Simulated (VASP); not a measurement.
O: single point with LDA

The system is O.

```
O
1.0
     1.59119    0.91868    3.47880
    -1.59119    0.91868    3.47880
     0.00000   -1.83735    3.47880
O
2
Cartesian
  0.0000 0.0000 9.8355
  0.0000 0.0000 0.6009
```

* Program: VASP 6.6.1
* Task: single point
* Functional: LDA
* Potentials or basis: VASP PAW LDA potentials, release 64 (O)
* Cutoff: 520 eV
* k mesh: 9 × 9 × 9
* Occupations: gaussian, width 0.02 eV
* Spin: collinear spin, ferromagnetic start
* Starting moments: [0.61, 0.61] μB
* Dipole correction: no
* Further INCAR settings: ALGO = Normal; EDIFF = 1e-07; NBANDS = 17

- Pressure: 3.3 GPa
- Largest force: 1.758 eV/Å
- Band gap on the k mesh: 0.59 eV, indirect (least direct gap 0.65 eV)
- Net moment: 2.00 μB per cell
- Site moments: O +0.80 μB
- Valence electrons inside the program's atomic spheres: O 4.92

Forces in eV/Å, atoms in the order of the input:
```
O    0.000  0.000 -1.758
O    0.000  0.000  1.758
```

Stress tensor (GPa, compression positive):
```
-0.39  0.00  0.00
 0.00 -0.39  0.00
 0.00  0.00 10.71
```

Levels at points of the mesh, in eV from the valence-band top:
Spin up:
| k point | band 4 | band 5 | band 6 | band 7 | band 8 | band 9 | band 10 | band 11 |
| --- | --- | --- | --- | --- | --- | --- | --- | --- |
| (0.00, 0.00, 0.00) | -6.93 | -6.93 | -0.24 | -0.24 | 6.60 | 10.64 | 14.37 | 16.79 |
Spin down:
| k point | band 2 | band 3 | band 4 | band 5 | band 6 | band 7 | band 8 | band 9 |
| --- | --- | --- | --- | --- | --- | --- | --- | --- |
| (0.00, 0.00, 0.00) | -11.99 | -7.45 | -5.18 | -5.18 | 1.82 | 1.82 | 7.11 | 11.77 |

It took 59 s on 1 thread of Intel(R) Xeon(R) 6975P-C (Granite Rapids) (shared host), peak memory 0.18 GiB.

Caveat: the standard files for N, O and F lose accuracy on very short bonds; forces of over 1 eV/Å act on the atoms, so gaps and moduli don't describe the material at rest. A k mesh can miss the band edges.
